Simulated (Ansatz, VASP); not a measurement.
# One calculation of Ta2N, two programs

```xyz
9
Lattice="5.0964 0.0000 0.0000 -2.5482 4.4136 0.0000 0.0000 0.0000 5.1407" Properties=species:S:1:pos:R:3 pbc="T T T"
Ta    1.6690    2.8908    3.8689
Ta   -0.8792    1.5228    3.8689
Ta    1.7584    0.0000    3.8689
Ta    0.8792    1.5228    1.2718
Ta   -1.6690    2.8908    1.2718
Ta    3.3380    0.0000    1.2718
N     2.5482    1.4712    2.5704
N     0.0000    2.9424    2.5704
N     0.0000    0.0000    0.0000
```

Alike in both runs: task single point; functional LDA; k mesh 9 × 9 × 8; occupations gaussian, width 0.15 eV; no spin polarisation.

|  | VASP | Ansatz |
| --- | --- | --- |
| version | VASP 6.6.1 | Ansatz 0.2.0 |
| potentials or method | VASP PAW LDA potentials, release 64 (Ta_pv, N), cutoff 520 eV | scalar-relativistic, plane waves, PAW |
| valence electrons in the cell | 81 | 93 |

```csv
,VASP,Ansatz,Ansatz less VASP
gap on the k mesh at the Fermi level (eV),none,none,-
pressure (GPa),2.7,1.2,-1.60
"traceless stress, the component that is largest in VASP (GPa)",-13.35,-13.34,+0.011
rms of the force components (eV/Å),0.796,0.788,-0.0082
```

Ansatz warns that its potentials were made for another functional, while VASP's fit it. LDA's correlation is that of Perdew and Zunger in VASP and of Perdew and Wang (1992) in Ansatz. Atom by atom the forces differ by 0.012 eV/Å (rms over components). A gap of «none» marks a metal or a gap that the smearing closes. VASP's potentials hold 81 valence electrons a cell and Ansatz's 93, so a difference there can come from the potentials and not from the codes.

Neither program's run includes spin-orbit coupling.
